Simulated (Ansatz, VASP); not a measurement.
**Ir2Rh: VASP beside Ansatz**

```
CELL_PARAMETERS angstrom
2.76177 0.00000 0.00000
-1.38089 2.39176 0.00000
0.00000 0.00000 13.12246
ATOMIC_POSITIONS crystal
Ir 0.33333 0.66667 0.91579
Ir 0.33333 0.66667 0.25077
Ir 0.66667 0.33333 0.08421
Ir 0.66667 0.33333 0.74923
Rh 0.33333 0.66667 0.58372
Rh 0.66667 0.33333 0.41628
```

Alike in both runs: task single point; functional PBE; k mesh 6 × 6 × 2; occupations gaussian, width 0.1 eV; collinear spin.

```csv
,VASP,Ansatz
version,VASP 6.6.1,Ansatz 0.2.0
potentials or method,"VASP PAW PBE potentials, release 64 (Ir, Rh_pv), cutoff 520 eV","scalar-relativistic, plane waves, PAW"
valence electrons in the cell,66,102
```

```csv
,VASP,Ansatz,Ansatz less VASP
gap on the k mesh at the Fermi level (eV),none,none,-
pressure (GPa),0.2,-0.2,-0.38
"traceless stress, the component that is largest in VASP (GPa)",0.08,0.08,0.000
rms of the force components (eV/Å),0.013,0.008,-0.0052
net moment per atom (μB),0.00,0.00,0.000
```

Atom by atom the forces differ by 0.010 eV/Å (rms over components). A gap of «none» marks a metal or a gap that the smearing closes. The functional is the same, so the differences come from potentials, cutoffs and numerics. VASP's potentials hold 66 valence electrons a cell and Ansatz's 102, so a difference there can come from the potentials and not from the codes. Ansatz's warnings: seeded moment not kept.

The k mesh is coarse, so the values compare programs but aren't converged. Spin-orbit coupling is off throughout.
